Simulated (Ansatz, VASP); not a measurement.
One calculation of Fe, two programs

The input INCAR:

```
  ALGO = Normal
  EDIFF = 1E-6
  EDIFFG = -0.01
  ENCUT = 600
  GGA = RP
  IBRION = 2
  ISIF = 3
  ISMEAR = -1
  LASPH = True
  LCHARG = False
  LREAL = False
  LWAVE = False
  NELM = 60
  NSW = 80
  PREC = Accurate
  SIGMA = 0.1
```

The input KPOINTS:

```
k-points
0
Gamma
  13 13 13
```

The input POSCAR:

```
Fe
1.0
    2.3342634294      0.0000000000      0.0000000000
    0.0000000000      2.3342634294      0.0000000000
    0.0000000000      0.0000000000      2.3342634294
Fe
1
Direct
    0.0000000000      0.0000000000      0.0000000000
```

Input for Ansatz:

```yaml
crystal:
  lattice:
    - [2.3342634294, 0.0, 0.0]
    - [0.0, 2.3342634294, 0.0]
    - [0.0, 0.0, 2.3342634294]
  atoms:
    - { symbol: Fe, position: [0.0, 0.0, 0.0] }
hamiltonian:
  xc: rpbe
  pseudopotentials:
    kind: paw
    azcp:
      Fe: "pseudopotentials/Fe.paw.azcp"
basis:
  ecutwfc: 420
  fft_grid_basis: typed
kpoints:
  mp_grid: { grid: [13, 13, 13], shift: [0, 0, 0] }
magnetization:
  spin_polarized: false
scf:
  occupations: { method: fermi_dirac, width: 0.1 }
relax:
  max_steps: 60
  f_tol: 0.01
  cell: {}
```

Alike in both runs: task relaxation of cell and atoms; functional RPBE; k mesh 13 × 13 × 13; occupations fermi-dirac, width 0.1 eV; no spin polarisation.

|  | VASP | Ansatz |
| --- | --- | --- |
| version | VASP 6.6.1 | Ansatz 0.2.0 |
| potentials or method | VASP PAW PBE potentials, release 64 (Fe), cutoff 600 eV | plane waves (420 eV) with PAW, scalar-relativistic |
| valence electrons in the cell | 8 | 16 |

Ansatz gave:

```
relaxed volume (Å³/atom)                                     : 11.98
relaxed cell length with the largest relative difference (Å) : 2.288
```

Problem. Estimate VASP's values.

Solution. Relaxed volume (Å³/atom): 11.93; relaxed cell length with the largest relative difference (Å): 2.285.

VASP's potentials were made for PBE, not for RPBE. VASP's potentials hold 8 valence electrons a cell and Ansatz's 16, so a difference there can come from the potentials and not from the codes.
